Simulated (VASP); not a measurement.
A run of VASP 6.6.1:

The input INCAR:

```
SYSTEM = Ge3PdO4
PREC = Accurate ; ENCUT = 520
EDIFF = 1E-7 ; ISMEAR = 0
SIGMA = 0.1 ; LREAL = .False.
LASPH = .True. ; NELM = 80
ALGO = Normal ; ISIF = 2
LWAVE = .False. ; LCHARG = .True.
GGA = PE ; LELF = .True.
LVHAR = .True. ; NBANDS = 48
```

Contents of KPOINTS:

```
regular mesh
0
Gamma
  4 4 4
  0 0 0
```

Contents of POSCAR:

```
Ge3PdO4
1.0
   -3.1954600900      3.1954600900      3.1954600900
    3.1954600900     -3.1954600900      3.1954600900
    3.1954600900      3.1954600900     -3.1954600900
Ge Pd O
3 1 4
Direct
    0.0000000000      0.5000000000      0.5000000000
    0.5000000000      0.0000000000      0.5000000000
    0.5000000000      0.5000000000      0.0000000000
    0.0000000000      0.0000000000      0.0000000000
    0.5000000000      0.5000000000      0.5000000000
    0.0000000000      0.0000000000      0.5000000000
    0.0000000000      0.5000000000      0.0000000000
    0.5000000000      0.0000000000      0.0000000000
```

Potentials or basis: VASP PAW PBE potentials, release 64 (Ge_d, Pd, O).

Run with:

```sh
$ cat potpaw_PBE.64/Ge_d/POTCAR potpaw_PBE.64/Pd/POTCAR potpaw_PBE.64/O/POTCAR > POTCAR
$ mpirun -np 1 vasp_std > vasp.out
```

Hardware: 1 thread of AMD EPYC 7R13 (shared host).

Problem. Estimate the wall time of this run.

Solution. Wall time 68 s on 1 thread of AMD EPYC 7R13, with other jobs on the host, peak memory 0.24 GiB. Counts: scf iterations 19, k points 8.
